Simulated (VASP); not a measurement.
AlAs: single point with PBE

The system is AlAs.

```
CELL_PARAMETERS angstrom
0.00000 2.86396 2.86396
2.86396 0.00000 2.86396
2.86396 2.86396 0.00000
ATOMIC_POSITIONS crystal
Al 0.00000 0.00000 0.00000
As 0.75000 0.75000 0.75000
```

```
Program                : VASP 6.6.1
Task                   : single point
Functional             : PBE
Potentials or basis    : VASP PAW PBE potentials, release 64 (Al, As)
Cutoff                 : 500 eV
k mesh                 : 8 × 8 × 8
Occupations            : gaussian, width 0.02 eV
Spin                   : no spin polarisation
Dipole correction      : no
Further INCAR settings : ALGO = Normal; EDIFF = 1e-06; NBANDS = 11
```

```yaml
Pressure: 0.2 GPa
Band_gap_on_the_k_mesh: 1.49 eV, indirect (least direct gap 1.78 eV)
```

Levels at points of the mesh, in eV from the valence-band top:
```tsv
k point	band 2	band 3	band 4	band 5	band 6	band 7
(0.00, 0.00, 0.00)	0.00	0.00	0.00	1.78	4.23	4.23
(0.50, 0.00, 0.00)	-5.42	-0.80	-0.80	2.01	4.65	4.65
(0.50, 0.50, 0.00)	-5.31	-2.10	-2.10	1.49	2.29	10.06
```

Run time: 9.4 s on 1 thread of Intel Xeon 6975P-C (shared host), peak memory 0.17 GiB.

A k mesh can miss the band edges.
